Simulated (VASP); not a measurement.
# Si (I4/mmm) in VASP: further runs, part 3 of 3

VASP 6.6.1.

### Step 5. Single point, LDA

This run uses another cell than the first one, of 14.40 Å³/atom, 1.096 times its volume.

The input, INCAR:

```
ALGO = Normal
EDIFF = 1E-6
ENCUT = 520
GGA = CA
ISIF = 2
ISMEAR = -1
LASPH = T
LCHARG = F
LREAL = F
LWAVE = F
NBANDS = 8
NELM = 60
PREC = Accurate
SIGMA = 0.2
```

The input, KPOINTS:

```
k-points
0
Gamma
  14 14 14
```

The input, POSCAR:

```
Si
1.0
   -1.6430241170      1.6430241170      1.3334034245
    1.6430241170     -1.6430241170      1.3334034245
    1.6430241170      1.6430241170     -1.3334034245
Si
1
Direct
    0.0000000000      0.0000000000      0.0000000000
```

Potentials or basis: VASP PAW LDA potentials, release 64 (Si).

Command:

```
> cat potpaw_LDA.64/Si/POTCAR > POTCAR
> mpirun -np 1 vasp_std > vasp.out
```

OUTCAR:

```text
EDIFF = 1E-6
   ENCUT = 520
   GGA = CA
   ISIF = 2
   ISMEAR = -1
   LASPH = T
   LREAL = F
   NELM = 60
   PREC = Accurate

 ion  position               nearest neighbor table
   1  0.000  0.000  0.000-

  LATTYP: Found a body centered tetragonal cell.
 ALAT       =     3.2860482340
 C/A-ratio  =     0.8115543836

  Lattice vectors:

 A1 = (  -1.6430241170,   1.6430241170,   1.3334034245)
 A2 = (   1.6430241170,  -1.6430241170,   1.3334034245)
 A3 = (   1.6430241170,   1.6430241170,  -1.3334034245)

Analysis of symmetry for initial positions (statically):
=====================================================================
 Subroutine PRICEL returns:
 Original cell was already a primitive cell.

 Routine SETGRP: Setting up the symmetry group for a
 body centered tetragonal supercell.

 Subroutine GETGRP returns: Found 16 space group operations
 (whereof 16 operations were pure point group operations)
 out of a pool of 16 trial point group operations.

The static configuration has the point symmetry D_4h.

Analysis of symmetry for dynamics (positions and initial velocities):
=====================================================================
 Subroutine PRICEL returns:
 Original cell was already a primitive cell.

 Routine SETGRP: Setting up the symmetry group for a
 body centered tetragonal supercell.

 Subroutine GETGRP returns: Found 16 space group operations
 (whereof 16 operations were pure point group operations)
 out of a pool of 16 trial point group operations.

The dynamic configuration has the point symmetry D_4h.

 Subroutine INISYM returns: Found 16 space group operations
 (whereof 16 operations are pure point group operations),
 and found     1 'primitive' translations

----------------------------------------------------------------------------------------

                                     Primitive cell

  volume of cell :      14.3982

  direct lattice vectors                    reciprocal lattice vectors
    -1.643024117  1.643024117  1.333403424     0.000000000  0.304316896  0.374980288
     1.643024117 -1.643024117  1.333403424     0.304316896  0.000000000  0.374980288
     1.643024117  1.643024117 -1.333403424     0.304316896  0.304316896  0.000000000

  length of vectors
     2.678996303  2.678996303  2.678996303     0.482927520  0.482927520  0.430369082

  position of ions in fractional coordinates (direct lattice)
     0.000000000  0.000000000  0.000000000

  ion indices of the primitive-cell ions
   primitive index   ion index
                 1           1

----------------------------------------------------------------------------------------

 KPOINTS: k-points

Automatic generation of k-mesh.
 Grid dimensions read from file:
 generate k-points for:   14   14   14

 Generating k-lattice:

  Cartesian coordinates                     Fractional coordinates (reciprocal lattice)
     0.000000000  0.021736921  0.026784306     0.071428571  0.000000000  0.000000000
     0.021736921  0.000000000  0.026784306     0.000000000  0.071428571  0.000000000
     0.021736921  0.021736921  0.000000000     0.000000000  0.000000000  0.071428571

  Length of vectors
     0.034494823  0.034494823  0.030740649

  Shift w.r.t. Gamma in fractional coordinates (k-lattice)
     0.000000000  0.000000000  0.000000000

 Subroutine IBZKPT returns following result:
 ===========================================

 Found    244 irreducible k-points:

 Following reciprocal coordinates:
            Coordinates               Weight
  0.000000  0.000000  0.000000      1.000000
  0.071429  0.000000 -0.000000      8.000000
  0.142857  0.000000  0.000000      8.000000
  0.214286  0.000000  0.000000      8.000000
  0.285714  0.000000  0.000000      8.000000
  0.357143  0.000000  0.000000      8.000000
[... 16 lines left out ...]
  0.214286  0.142857  0.000000     16.000000
  0.285714  0.142857  0.000000     16.000000
 [... further k-points ...]
   k-points           NKPTS =    244   k-points in BZ     NKDIM =    244   number of bands    NBANDS=      8
   number of dos      NEDOS =    301   number of ions     NIONS =      1
   total plane-waves  NPLWV =   8000
   dimension x,y,z NGX =    20 NGY =   20 NGZ =   20
   dimension x,y,z NGXF=    40 NGYF=   40 NGZF=   40
   ions per type =               1
   NGX,Y,Z   is equivalent  to a cutoff of  12.41, 12.41, 12.41 a.u.
   NGXF,Y,Z  is equivalent  to a cutoff of  24.82, 24.82, 24.82 a.u.
 SYSTEM =  unknown system
   PREC   = accura    normal or accurate (medium, high low for compatibility)
   ISTART =      0    job   : 0-new  1-cont  2-samecut
   ICHARG =      2    charge: 1-file 2-atom 10-const
   ISPIN  =      1    spin polarized calculation?
   LNONCOLLINEAR =      F non collinear calculations
   LSORBIT =      F    spin-orbit coupling
   LASPH  =      T    aspherical Exc in radial PAW
   ENCUT  =  520.0 eV  38.22 Ry    6.18 a.u.   4.98  4.98  4.98*2*pi/ulx,y,z
   NELM   =     60;   NELMIN=  2; NELMDL= -5     # of ELM steps
   EDIFF  = 0.1E-05   stopping-criterion for ELM
   LREAL  =      F    real-space projection
   EDIFFG = 0.1E-04   stopping-criterion for IOM
   NSW    =      0    number of steps for IOM
   IBRION =     -1    ionic relax: 0-MD 1-quasi-New 2-CG
   NFREE  =      0    steps in history (QN), initial steepest desc. (CG)
   ISIF   =      2    stress and relaxation
   ISYM   =      2    0-nonsym 1-usesym 2-fastsym
   POTIM  = 0.5000    time-step for ionic-motion
   TEBEG  =    0.0;   TEEND  =   0.0 temperature during run
   PSTRESS=    0.0 pullay stress
   NELECT =       4.0000    total number of electrons
   NUPDOWN=      -1.0000    fix difference up-down
   EMIN   =  10.00;   EMAX   =-10.00  energy-range for DOS
   EFERMI =   0.00;   METHOD = LEGACY
   ISMEAR =    -1;   SIGMA  =   0.20  broadening in eV -4-tet -1-fermi 0-gaus
   EFERMI_NEDOS =   21; number of points for ismear=-14 and -15
   IALGO  =     38    algorithm
   IMIX   =      4    mixing-type and parameters
     AMIX     =   0.40;   BMIX     =  1.00
     AMIX_MAG =   1.60;   BMIX_MAG =  1.00
  volume/ion in A,a.u.               =      14.40        97.16
  Fermi-wavevector in a.u.,A,eV,Ry     =   1.068214  2.018632 15.525358  1.141082
  Thomas-Fermi vector in A             =   2.203855
   LORBIT       =      0    0 simple, 1 ext, 2 COOP (PROOUT), +10 PAW based schemes
   GGA     = CA    functional components
   LHFCALC =     F    Hartree Fock is set to
   AEXX    =    0.0000 exact exchange contribution
   IVDW    =     0    specifies the selected vdW correction
   LEPSILON=     F    determine dielectric tensor
   LRPA    =     F    only Hartree local field effects (RPA)
 non-spin polarized calculation
  energy-cutoff  :      520.00
  volume of cell :       14.40
 maximum number of plane-waves:       409
   NGX =  9   NGY =  9   NGZ =  9

 number of electron       4.0000000 magnetization

 Free energy of the ion-electron system (eV)
  ---------------------------------------------------
  ext. energy  EPLUGINS =         0.00000000
  ---------------------------------------------------
  free energy    TOTEN  =        -5.58594882 eV

  energy without entropy =       -5.53005767  energy(sigma->0) =       -5.55800324

 E-fermi :  10.1580     XC(G=0): -11.2744

 val. band max:       10.1522605066   @ k =  -0.3571   0.5000   0.3571
 cond. band min:      10.1791552815   @ k =  -0.4286  -0.4286   0.3571
 fundamental gap:      0.0268947749
 Fermi energy:        10.1579534474

 k-point     1 :       0.0000    0.0000    0.0000
  band No.  band energies     occupation
      1      -4.2688      2.00000
      2      19.6687      0.00000
      3      19.8724      0.00000
      4      19.8724      0.00000
      5      22.9830      0.00000
      6      23.3657      0.00000
      7      25.1495      0.00000
      8      25.1495      0.00000
[... 243 lines left out ...]
 k-point    24 :       0.2857    0.1429    0.0000
  band No.  band energies     occupation
      1       0.7847      2.00000
      2       8.9774      1.99455
      3      12.6070      0.00001
      4      14.9885      0.00000
      5      19.9194      0.00000
      6      22.0936      0.00000
      7      24.9785      0.00000
      8      29.5682      0.00000

 [... further k-points ...]

------------------------ aborting loop because EDIFF is reached ----------------------------------------

  FORCE on cell =-STRESS in cart. coord.  units (eV):
  Direction    XX          YY          ZZ          XY          YZ          ZX
  --------------------------------------------------------------------------------------
  -------------------------------------------------------------------------------------
  Total       -0.1935471     -0.1935471     -0.3287293      0.0000000      0.0000000      0.0000000
  in kB      -21.5371335    -21.5371335    -36.5796470      0.0000000      0.0000000      0.0000000
  external PRESSURE =     -26.5513046 kB  Pullay stress =       0.0000000 kB

 VOLUME and BASIS-vectors are now :
 -----------------------------------------------------------------------------
  energy-cutoff  :      520.00
  volume of cell :       14.40
      direct lattice vectors                 reciprocal lattice vectors
    -1.643024117  1.643024117  1.333403424     0.000000000  0.304316896  0.374980288
     1.643024117 -1.643024117  1.333403424     0.304316896  0.000000000  0.374980288
     1.643024117  1.643024117 -1.333403424     0.304316896  0.304316896  0.000000000

 POSITION                                       TOTAL-FORCE (eV/Angst)
 -----------------------------------------------------------------------------------
      0.00000      0.00000      0.00000         0.000000      0.000000      0.000000
 -----------------------------------------------------------------------------------
    total drift:                                0.000000      0.000000     -0.000000

  FREE ENERGIE OF THE ION-ELECTRON SYSTEM (eV)
  ---------------------------------------------------
  free  energy   TOTEN  =        -5.5859488157 eV

  energy  without entropy=       -5.5300576681  energy(sigma->0) =       -5.55800324
```

OSZICAR:

```text
N       E                     dE             d eps       ncg     rms          rms(c)
DAV:   1    -0.299971162418E+01   -0.29997E+01   -0.17669E+03  4240   0.378E+02
DAV:   2    -0.559066093935E+01   -0.25909E+01   -0.24415E+01  5864   0.304E+01
DAV:   3    -0.560698165498E+01   -0.16321E-01   -0.16305E-01  4312   0.256E+00
DAV:   4    -0.560699947954E+01   -0.17825E-04   -0.17826E-04  6568   0.937E-02
DAV:   5    -0.560699948188E+01   -0.23412E-08   -0.23122E-08  4368   0.669E-04    0.284E+00
DAV:   6    -0.559332869255E+01    0.13671E-01   -0.45925E-03  4552   0.286E-01    0.158E+00
DAV:   7    -0.558598846286E+01    0.73402E-02   -0.83908E-03  4592   0.387E-01    0.116E-01
DAV:   8    -0.558594873795E+01    0.39725E-04   -0.27836E-05  5840   0.422E-02    0.171E-02
DAV:   9    -0.558594881567E+01   -0.77716E-07   -0.11073E-07  4752   0.239E-03
   1 F= -.55859488E+01 E0= -.55580032E+01  d E =-.558911E-01
```

stdout:

```text
POSCAR found type information on POSCAR Si
 POSCAR found :  1 types and       1 ions
 scaLAPACK will be used
 LDA part: xc-table for (Slater(with rela. corr.)+CA(PZ))
 , standard interpolation
 POSCAR, INCAR and KPOINTS ok, starting setup
 FFT: planning ... GRIDC
 FFT: planning ... GRID_SOFT
 FFT: planning ... GRID
 WAVECAR not read
 entering main loop
```

Wall time 26 s (1 thread of Intel Xeon 8259CL, shared host); peak memory 0.13 GiB.

Results:

```
Free energy            : -5.5859 eV
Pressure               : -2.7 GPa
Band gap on the k mesh : zero (band 2 reaches 19.67 eV, above the bottom of band 3 at 6.83 eV)
```

### Step 6. Single point, LDA

This run uses another cell than the first one, of 14.82 Å³/atom, 1.128 times its volume.

The input, INCAR:

```
SYSTEM = Si
PREC = Accurate ; ENCUT = 520
EDIFF = 1E-6 ; ISMEAR = -1
SIGMA = 0.2 ; LREAL = .False.
LASPH = .True. ; NELM = 80
ALGO = Normal ; ISIF = 2
LWAVE = .False. ; LCHARG = .False.
GGA = CA ; NBANDS = 8
```

The input, KPOINTS:

```
Automatic mesh
0
Gamma
  14 14 14
  0 0 0
```

The input, POSCAR:

```
Si
1.0
   -1.6588233950      1.6588233950      1.3462253978
    1.6588233950     -1.6588233950      1.3462253978
    1.6588233950      1.6588233950     -1.3462253978
Si
1
Direct
    0.0000000000      0.0000000000      0.0000000000
```

Potentials or basis: VASP PAW LDA potentials, release 64 (Si).

Command:

```
> cat potpaw_LDA.64/Si/POTCAR > POTCAR
> mpirun -np 1 vasp_std > vasp.out
```

Run time: 26 s. Hardware: 1 thread of Intel Xeon 8259CL, shared host; peak memory 0.13 GiB.

It converged, with:

```
Free energy            : -5.5760 eV
Pressure               : -4.9 GPa
Band gap on the k mesh : zero (band 2 reaches 19.21 eV, above the bottom of band 3 at 6.51 eV)
```

Stress tensor (GPa, compression positive):
```
-4.34  0.00  0.00
 0.00 -4.34  0.00
 0.00  0.00 -6.06
```

Levels at points of the mesh, in eV from the Fermi level:
```tsv
k point	band 1	band 2	band 3	band 4	band 5	band 6
(0.00, 0.00, 0.00)	-14.16	9.44	9.44	9.46	12.70	12.78
(0.50, 0.00, 0.00)	-6.09	-5.99	4.47	6.21	6.36	8.89
(0.50, 0.50, 0.00)	-8.34	-6.98	8.40	10.92	11.28	11.48
(0.50, 0.50, 0.50)	-2.27	-2.27	-1.74	1.46	3.91	6.32
```

### Step 7. Overview

```tsv
cell	gap on the mesh (eV)	pressure (GPa)
a = 2.599 Å, angles 104.3, 104.3, 120.3°, 1 atom	none	6.9
a = 2.626 Å, angles 104.3, 104.3, 120.3°, 1 atom	none	3.2
a = 2.653 Å, angles 104.3, 104.3, 120.3°, 1 atom	none	0.0
a = 2.679 Å, angles 104.3, 104.3, 120.3°, 1 atom	none	-2.7
a = 2.705 Å, angles 104.3, 104.3, 120.3°, 1 atom	none	-4.9
```

Alike in all rows: task single point; level LDA; potentials or basis VASP PAW LDA potentials, release 64 (Si); no spin polarisation; k mesh 14 × 14 × 14; cutoff (eV) 520; smearing fermi-dirac 0.2 eV.

Absolute energies hang on the potentials; compare differences alone.
